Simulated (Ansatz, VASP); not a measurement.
## CrGe15: VASP beside Ansatz

```
Cr Ge
1.0
     0.00000    5.65754    5.65754
     5.65754    0.00000    5.65754
     5.65754    5.65754    0.00000
Cr Ge
1 15
Direct
  0.00000 0.00000 0.00000
  0.00064 0.00064 0.49936
  0.00064 0.49936 0.00064
  0.00064 0.49936 0.49936
  0.49936 0.00064 0.00064
  0.49936 0.00064 0.49936
  0.49936 0.49936 0.00064
  0.50000 0.50000 0.50000
  0.12714 0.12714 0.12714
  0.12714 0.12714 0.61859
  0.12714 0.61859 0.12714
  0.12508 0.62497 0.62497
  0.61859 0.12714 0.12714
  0.62497 0.12508 0.62497
  0.62497 0.62497 0.12508
  0.62497 0.62497 0.62497
```

Alike in both runs: task single point; functional PBEsol; k mesh 3 × 3 × 3; occupations gaussian, width 0.05 eV; collinear spin; Hubbard terms Cr d U = 5.0 eV.

|  | VASP | Ansatz |
| --- | --- | --- |
| version | VASP 6.6.1 | Ansatz 0.2.0 |
| potentials or method | VASP PAW PBE potentials, release 64 (Cr_pv, Ge_d), cutoff 520 eV | scalar-relativistic, plane waves, PAW |
| valence electrons in the cell | 222 | 224 |

|  | VASP | Ansatz | Ansatz less VASP |
| --- | --- | --- | --- |
| gap on the k mesh at the Fermi level (eV) | none | none | - |
| pressure (GPa) | 1.7 | 1.9 | +0.21 |
| rms of the force components (eV/Å) | 0.017 | 0.055 | +0.0380 |
| net moment per atom (μB) | 0.30 | 0.30 | 0.000 |
| size of the moment on the site where the two differ most (μB) | 4.10 | 3.81 | -0.289 |

VASP's potentials were made for PBE, not for PBEsol. Site moments also hang on the region over which each program counts them. The programs project onto different local orbitals, so the same U acts differently, and such runs can settle in different states. Atom by atom the forces differ by 0.039 eV/Å (rms over components). A gap of «none» marks a metal or a gap that the smearing closes. VASP's potentials hold 222 valence electrons a cell and Ansatz's 224, so a difference there can come from the potentials and not from the codes. Ansatz's warnings: filled band counts differ across k points.
